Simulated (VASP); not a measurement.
Input of a VASP 6.6.1 run:

File INCAR:

```
SYSTEM = CdGeAs2
PREC = Accurate ; ENCUT = 520
EDIFF = 1E-6 ; ISMEAR = 0
SIGMA = 0.01 ; LREAL = .FALSE.
LASPH = .TRUE. ; NELM = 60
ALGO = Normal ; ISIF = 2
LWAVE = .FALSE. ; LCHARG = .FALSE.
GGA = PS ; NBANDS = 46
```

File KPOINTS:

```
regular mesh
0
G
  8 8 8
  0 0 0
```

POSCAR

```
CdGeAs2
1.0
   -2.9437498094      2.9437498094      5.5889791736
    2.9437498094     -2.9437498094      5.5889791736
    2.9437498094      2.9437498094     -5.5889791736
Cd Ge As
2 2 4
Direct
    0.2500000000      0.7500000000      0.5000000000
    0.5000000000      0.5000000000      0.0000000000
    0.0000000000      0.0000000000      0.0000000000
    0.7500000000      0.2500000000      0.5000000000
    0.8750000000      0.3500970344      0.9750970344
    0.6499029656      0.6250000000      0.5249029656
    0.3750000000      0.8999029656      0.0249029656
    0.1000970344      0.1250000000      0.4750970344
```

Potentials or basis: VASP PAW PBE potentials, release 64 (Cd, Ge_d, As).

Command:

```sh
$ cat potpaw_PBE.64/Cd/POTCAR potpaw_PBE.64/Ge_d/POTCAR potpaw_PBE.64/As/POTCAR > POTCAR
$ mpirun -np 1 vasp_std > vasp.out
```

Predict the largest force.

0.017 eV/Å.

Predict the pressure.

2.3 GPa.

Predict the band gap on the k mesh.

0.14 eV (least direct gap 0.15 eV).

Forces on the atoms (eV/Å):
```
Cd   0.000  0.000  0.000
Cd   0.000  0.000  0.000
Ge   0.000  0.000  0.000
Ge   0.000  0.000  0.000
As  -0.017  0.000  0.000
As   0.000  0.017  0.000
As   0.017  0.000  0.000
As   0.000 -0.017  0.000
```

Caveat: semilocal functionals underestimate gaps, and a narrow one can read as zero; the PAW data sets were made with another functional, which shifts forces and pressure a little.
